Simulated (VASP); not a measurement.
# K2H3Au (P1) in VASP: single point with PBEsol

Aim: the single point of K2H3Au with PBEsol.

All numbers are computed with VASP 6.6.1; they aren't measurements. Logs are shortened: lines on timing, memory, paths and dates and some standing lists are left out, and cuts for length are marked.

## Step 1: The cell of the first run

The typed cell holds 6 atoms: a = 5.586 Å, b = 5.902 Å, c = 5.642 Å, α = 57.92°, β = 63.51°, γ = 58.97°.

## Step 2: Single point, PBEsol

The input, INCAR:

```
SYSTEM = K2H3Au
  ALGO = Normal
  EDIFF = 1E-6
  ENCUT = 540
  GGA = PS
  GGA_COMPAT = .False.
  ISIF = 2
  ISMEAR = -1
  LASPH = .True.
  LCHARG = .True.
  LELF = .True.
  LREAL = .False.
  LVHAR = .True.
  LWAVE = .False.
  NBANDS = 29
  NELM = 120
  PREC = Accurate
  SIGMA = 0.05
```

The input, KPOINTS:

```
k-points
0
Gamma
  4 4 4
  0 0 0
```

The input, POSCAR:

```
K2H3Au
1.0
    2.6895478657      1.8276247200      4.5418574310
   -2.9605581954      1.6403738188      4.8346105792
   -0.2959544871     -3.2721981780      4.5868271127
K H Au
2 3 1
Direct
    0.3652995164      0.1356991550      0.2934994701
    0.8643917336      0.6352679658      0.7939693839
   -0.1194944832      0.1200223426      0.2782056318
   -0.0676125250      0.6698476362      0.2275738830
    0.3294768342      0.0683358215     -0.1706870316
    0.1000472766     -0.0999459126      0.0587755917
```

Potentials or basis: VASP PAW PBE potentials, release 64 (K_sv, H, Au_sv_GW).

On the command line:

```console
$ cat potpaw_PBE.64/K_sv/POTCAR potpaw_PBE.64/H/POTCAR potpaw_PBE.64/Au_sv_GW/POTCAR > POTCAR
$ mpirun -np 1 vasp_std > vasp.out
```

OUTCAR:

```text
SYSTEM = K2H3Au
   EDIFF = 1E-6
   ENCUT = 540
   GGA = PS
   ISIF = 2
   ISMEAR = -1
   LASPH = .True.
   LREAL = .False.
   NELM = 120
   PREC = Accurate

 ion  position               nearest neighbor table
   1  0.365  0.136  0.293-   6 3.42   6 3.43   2 3.76   2 3.76
   2  0.864  0.635  0.794-   6 3.43   6 3.43   1 3.76   1 3.76
   3  0.881  0.120  0.278-   6 1.85
   4  0.932  0.670  0.228-   6 1.66
   5  0.329  0.068  0.829-   6 1.66
   6  0.100  0.900  0.059-   5 1.66   4 1.66   3 1.85   1 3.42   2 3.43   1 3.43   2 3.43

  LATTYP: Found a triclinic cell.
 ALAT       =     5.5941820843
 B/A-ratio  =     1.4780906292
 C/A-ratio  =     1.0085745491
 COS(alpha) =     0.0020017243
 COS(beta)  =     0.4482993528
 COS(gamma) =     0.7400454347

  Lattice vectors:

 A1 = (  -2.6646037083,   4.9125719968,   0.2477834665)
 A2 = (   0.0249441574,   6.7401967168,   4.7896408975)
 A3 = (   0.2959544871,   3.2721981780,  -4.5868271127)

Analysis of symmetry for initial positions (statically):
=====================================================================
 Subroutine PRICEL returns:
 Original cell was already a primitive cell.

 Routine SETGRP: Setting up the symmetry group for a
 triclinic supercell.

 Subroutine GETGRP returns: Found  1 space group operations
 (whereof  1 operations were pure point group operations)
 out of a pool of  2 trial point group operations.

The static configuration has the point symmetry C_1 .

Analysis of symmetry for dynamics (positions and initial velocities):
=====================================================================
 Subroutine PRICEL returns:
 Original cell was already a primitive cell.

 Routine SETGRP: Setting up the symmetry group for a
 triclinic supercell.

 Subroutine GETGRP returns: Found  1 space group operations
 (whereof  1 operations were pure point group operations)
 out of a pool of  2 trial point group operations.

The dynamic configuration has the point symmetry C_1 .

 Subroutine INISYM returns: Found  1 space group operations
 (whereof  1 operations are pure point group operations),
 and found     1 'primitive' translations

----------------------------------------------------------------------------------------

                                     Primitive cell

  volume of cell :     131.1923

  direct lattice vectors                    reciprocal lattice vectors
     2.689547866  1.827624720  4.541857431     0.177936654  0.092602583  0.077542743
    -2.960558195  1.640373819  4.834610579    -0.177181588  0.104279568  0.062959802
    -0.295954487 -3.272198178  4.586827113     0.010560910 -0.201607519  0.074872190

  length of vectors
     5.585906262  5.901626093  5.642149673     0.215057127  0.215015069  0.215320620

  position of ions in fractional coordinates (direct lattice)
     0.365299516  0.135699155  0.293499470
     0.864391734  0.635267966  0.793969384
     0.880505517  0.120022343  0.278205632
     0.932387475  0.669847636  0.227573883
     0.329476834  0.068335821  0.829312968
     0.100047277  0.900054087  0.058775592

  ion indices of the primitive-cell ions
   primitive index   ion index
                 1           1
                 2           2
                 3           3
                 4           4
                 5           5
                 6           6

----------------------------------------------------------------------------------------

 KPOINTS: k-points

Automatic generation of k-mesh.
 Grid dimensions read from file:
 generate k-points for:    4    4    4

 Generating k-lattice:

  Cartesian coordinates                     Fractional coordinates (reciprocal lattice)
     0.044484163  0.023150646  0.019385686     0.250000000  0.000000000  0.000000000
    -0.044295397  0.026069892  0.015739951    -0.000000000  0.250000000 -0.000000000
     0.002640227 -0.050401880  0.018718048     0.000000000  0.000000000  0.250000000

  Length of vectors
     0.053764282  0.053753767  0.053830155

  Shift w.r.t. Gamma in fractional coordinates (k-lattice)
     0.000000000  0.000000000  0.000000000

 Subroutine IBZKPT returns following result:
 ===========================================

 Found     36 irreducible k-points:

 Following reciprocal coordinates:
            Coordinates               Weight
  0.000000  0.000000  0.000000      1.000000
  0.250000  0.000000 -0.000000      2.000000
  0.500000  0.000000 -0.000000      1.000000
 -0.000000  0.250000 -0.000000      2.000000
  0.250000  0.250000 -0.000000      2.000000
  0.500000  0.250000 -0.000000      2.000000
[... 16 lines left out ...]
 -0.000000 -0.250000  0.250000      2.000000
  0.250000 -0.250000  0.250000      2.000000
 [... further k-points ...]
   k-points           NKPTS =     36   k-points in BZ     NKDIM =     36   number of bands    NBANDS=     29
   number of dos      NEDOS =    301   number of ions     NIONS =      6
   total plane-waves  NPLWV =  96768
   dimension x,y,z NGX =    42 NGY =   48 NGZ =   48
   dimension x,y,z NGXF=    84 NGYF=   96 NGZF=   96
   ions per type =               2   3   1
   NGX,Y,Z   is equivalent  to a cutoff of  12.50, 13.52, 14.14 a.u.
   NGXF,Y,Z  is equivalent  to a cutoff of  25.00, 27.04, 28.29 a.u.
 SYSTEM =  K2H3Au
   PREC   = accura    normal or accurate (medium, high low for compatibility)
   ISTART =      0    job   : 0-new  1-cont  2-samecut
   ICHARG =      2    charge: 1-file 2-atom 10-const
   ISPIN  =      1    spin polarized calculation?
   LNONCOLLINEAR =      F non collinear calculations
   LSORBIT =      F    spin-orbit coupling
   LASPH  =      T    aspherical Exc in radial PAW
   ENCUT  =  540.0 eV  39.69 Ry    6.30 a.u.  10.58 11.18 10.69*2*pi/ulx,y,z
   NELM   =    120;   NELMIN=  2; NELMDL= -5     # of ELM steps
   EDIFF  = 0.1E-05   stopping-criterion for ELM
   LREAL  =      F    real-space projection
   EDIFFG = 0.1E-04   stopping-criterion for IOM
   NSW    =      0    number of steps for IOM
   IBRION =     -1    ionic relax: 0-MD 1-quasi-New 2-CG
   NFREE  =      0    steps in history (QN), initial steepest desc. (CG)
   ISIF   =      2    stress and relaxation
   ISYM   =      2    0-nonsym 1-usesym 2-fastsym
   POTIM  = 0.5000    time-step for ionic-motion
   TEBEG  =    0.0;   TEEND  =   0.0 temperature during run
   PSTRESS=    0.0 pullay stress
   NELECT =      40.0000    total number of electrons
   NUPDOWN=      -1.0000    fix difference up-down
   EMIN   =  10.00;   EMAX   =-10.00  energy-range for DOS
   EFERMI =   0.00;   METHOD = LEGACY
   ISMEAR =    -1;   SIGMA  =   0.05  broadening in eV -4-tet -1-fermi 0-gaus
   EFERMI_NEDOS =   21; number of points for ismear=-14 and -15
   IALGO  =     38    algorithm
   IMIX   =      4    mixing-type and parameters
     AMIX     =   0.40;   BMIX     =  1.00
     AMIX_MAG =   1.60;   BMIX_MAG =  1.00
  volume/ion in A,a.u.               =      21.87       147.55
  Fermi-wavevector in a.u.,A,eV,Ry     =   1.101857  2.082209 16.518694  1.214090
  Thomas-Fermi vector in A             =   2.238291
   LORBIT       =      0    0 simple, 1 ext, 2 COOP (PROOUT), +10 PAW based schemes
   GGA     = PS    functional components
   LHFCALC =     F    Hartree Fock is set to
   AEXX    =    0.0000 exact exchange contribution
   IVDW    =     0    specifies the selected vdW correction
   LEPSILON=     F    determine dielectric tensor
   LRPA    =     F    only Hartree local field effects (RPA)
 non-spin polarized calculation
  energy-cutoff  :      540.00
  volume of cell :      131.19
 maximum number of plane-waves:      3764
   NGX = 21   NGY = 23   NGZ = 21

 number of electron      40.0000001 magnetization

 Free energy of the ion-electron system (eV)
  ---------------------------------------------------
  ext. energy  EPLUGINS =         0.00000000
  ---------------------------------------------------
  free energy    TOTEN  =       -16.66806845 eV

  energy without entropy =      -16.66805584  energy(sigma->0) =      -16.66806214

 E-fermi :   0.7306     XC(G=0):  -7.6271

 val. band max:        0.2488341218   @ k =   0.2500   0.0000   0.2500
 cond. band min:       1.1217287351   @ k =   0.5000   0.0000   0.5000
 fundamental gap:      0.8728946133
 Fermi energy:         0.7305792957

 k-point     1 :       0.0000    0.0000    0.0000
  band No.  band energies     occupation
      1    -105.2219      2.00000
      2     -56.6901      2.00000
      3     -56.3898      2.00000
      4     -56.3282      2.00000
      5     -29.8297      2.00000
      6     -29.7920      2.00000
[... 21 lines left out ...]
     28       7.1904      0.00000
     29       7.2244      0.00000

 k-point     2 :       0.2500    0.0000   -0.0000
  band No.  band energies     occupation
      1    -105.2219      2.00000
      2     -56.6900      2.00000
      3     -56.3898      2.00000
      4     -56.3282      2.00000
      5     -29.8240      2.00000
      6     -29.7974      2.00000
[... 21 lines left out ...]
     28       6.8361      0.00000
     29       7.0383      0.00000

 k-point     3 :       0.5000    0.0000   -0.0000
  band No.  band energies     occupation
      1    -105.2219      2.00000
      2     -56.6900      2.00000
      3     -56.3898      2.00000
      4     -56.3282      2.00000
      5     -29.8117      2.00000
      6     -29.8093      2.00000
[... 21 lines left out ...]
     28       6.7125      0.00000
     29       6.8874      0.00000

 k-point     4 :      -0.0000    0.2500   -0.0000
  band No.  band energies     occupation
      1    -105.2219      2.00000
      2     -56.6901      2.00000
      3     -56.3898      2.00000
      4     -56.3282      2.00000
      5     -29.8240      2.00000
      6     -29.7974      2.00000
[... 21 lines left out ...]
     28       6.8408      0.00000
     29       7.0339      0.00000

 k-point     5 :       0.2500    0.2500   -0.0000
  band No.  band energies     occupation
      1    -105.2219      2.00000
      2     -56.6901      2.00000
      3     -56.3898      2.00000
      4     -56.3282      2.00000
      5     -29.8255      2.00000
      6     -29.7957      2.00000
[... 21 lines left out ...]
     28       7.2508      0.00000
     29       7.3204      0.00000
[... 510 lines left out ...]
     28       7.1073      0.00000
     29       7.3268      0.00000

 k-point    22 :      -0.2500    0.5000    0.2500
  band No.  band energies     occupation
      1    -105.2219      2.00000
      2     -56.6901      2.00000
      3     -56.3898      2.00000
      4     -56.3282      2.00000
      5     -29.8118      2.00000
      6     -29.8091      2.00000
[... 21 lines left out ...]
     28       7.0209      0.00000
     29       7.3302      0.00000

 k-point    23 :      -0.0000   -0.2500    0.2500
  band No.  band energies     occupation
      1    -105.2219      2.00000
      2     -56.6901      2.00000
      3     -56.3898      2.00000
      4     -56.3282      2.00000
      5     -29.8138      2.00000
      6     -29.8072      2.00000
[... 21 lines left out ...]
     28       6.5285      0.00000
     29       7.3239      0.00000

 k-point    24 :       0.2500   -0.2500    0.2500
  band No.  band energies     occupation
      1    -105.2219      2.00000
      2     -56.6900      2.00000
      3     -56.3898      2.00000
      4     -56.3282      2.00000
      5     -29.8140      2.00000
      6     -29.8067      2.00000
[... 21 lines left out ...]
     28       7.4363      0.00000
     29       7.6870      0.00000

 [... further k-points ...]
[... 5 lines left out ...]
  --------------------------------------------------------------------------------------
  -------------------------------------------------------------------------------------
  Total       -0.0697944     -0.0867391     -0.0519464      0.0049128     -0.0174877     -0.0062366
  in kB       -0.8523597     -1.0592952     -0.6343920      0.0599972     -0.2135669     -0.0761647
  external PRESSURE =      -0.8486823 kB  Pullay stress =       0.0000000 kB

 VOLUME and BASIS-vectors are now :
 -----------------------------------------------------------------------------
  energy-cutoff  :      540.00
  volume of cell :      131.19
      direct lattice vectors                 reciprocal lattice vectors
     2.689547866  1.827624720  4.541857431     0.177936654  0.092602583  0.077542743
    -2.960558195  1.640373819  4.834610579    -0.177181588  0.104279568  0.062959802
    -0.295954487 -3.272198178  4.586827113     0.010560910 -0.201607519  0.074872190

 POSITION                                       TOTAL-FORCE (eV/Angst)
 -----------------------------------------------------------------------------------
      0.49388     -0.07016      3.66142        -0.000476     -0.000539     -0.000431
      0.20910      0.02384     10.63902         0.001327      0.000408     -0.000291
      1.93049      0.89577      5.85547        -0.004836     -0.002238      0.002591
      0.45723      2.05819      8.51707        -0.001477      0.006264      0.000559
      0.43839     -1.99942      5.63073        -0.000583     -0.001811     -0.004090
     -2.41298      1.46695      5.07540         0.006045     -0.002083      0.001662
 -----------------------------------------------------------------------------------
    total drift:                               -0.000125      0.000065     -0.000016

  FREE ENERGIE OF THE ION-ELECTRON SYSTEM (eV)
  ---------------------------------------------------
  free  energy   TOTEN  =       -16.6680684473 eV

  energy  without entropy=      -16.6680558372  energy(sigma->0) =      -16.66806214
```

Wall time 2.3 min (1 thread of Intel Xeon Platinum 8488C (Sapphire Rapids), shared host); peak memory 0.38 GiB.

What came out:

```
Free energy            : -16.6681 eV
Pressure               : -0.1 GPa
Largest force          : 0.007 eV/Å
Band gap on the k mesh : 0.87 eV (least direct gap 0.88 eV)
```

Forces on the atoms (eV/Å):
```
K    0.000 -0.001  0.000
K    0.001  0.000  0.000
H   -0.005 -0.002  0.003
H   -0.001  0.006  0.001
H   -0.001 -0.002 -0.004
Au   0.006 -0.002  0.002
```

Caveat: the PAW data sets were made with another functional, which shifts forces and pressure a little; spin-orbit coupling is left out, which moves the levels of the heavy elements.
